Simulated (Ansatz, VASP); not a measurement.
# One calculation of AlGa2N3, two programs

```
Al Ga N
1.0
     2.97172    0.00000    0.00000
    -1.48586    2.57358    0.00000
     0.00000    0.00000    7.28469
Al Ga N
1 2 3
Cartesian
  0.0000 0.0000 0.0000
  0.0000 1.7157 4.8806
  1.4859 0.8579 2.4041
  1.4859 0.8579 6.1377
  0.0000 0.0000 3.6423
  0.0000 1.7157 1.1470
```

Alike in both runs: functional PBE; k mesh 6 × 6 × 4; occupations gaussian, width 0.1 eV; no spin polarisation.

Ansatz relaxed the structure, and its values are those at the end. VASP's run is a single point on that final structure, the one shown.

|  | VASP | Ansatz |
| --- | --- | --- |
| version | VASP 6.6.1 | Ansatz 0.2.0 |
| potentials or method | VASP PAW PBE potentials, release 64 (Al, Ga_d, N), cutoff 520 eV | scalar-relativistic, plane waves, PAW |
| valence electrons in the cell | 44 | 44 |

```tsv
	VASP	Ansatz	Ansatz less VASP
gap on the k mesh at the Fermi level (eV)	1.47	1.49	+0.012
least direct gap on the mesh (eV)	2.42	2.43	+0.011
pressure (GPa)	0.5	0.0	-0.48
rms of the force components (eV/Å)	0.015	0.001	-0.0147
```
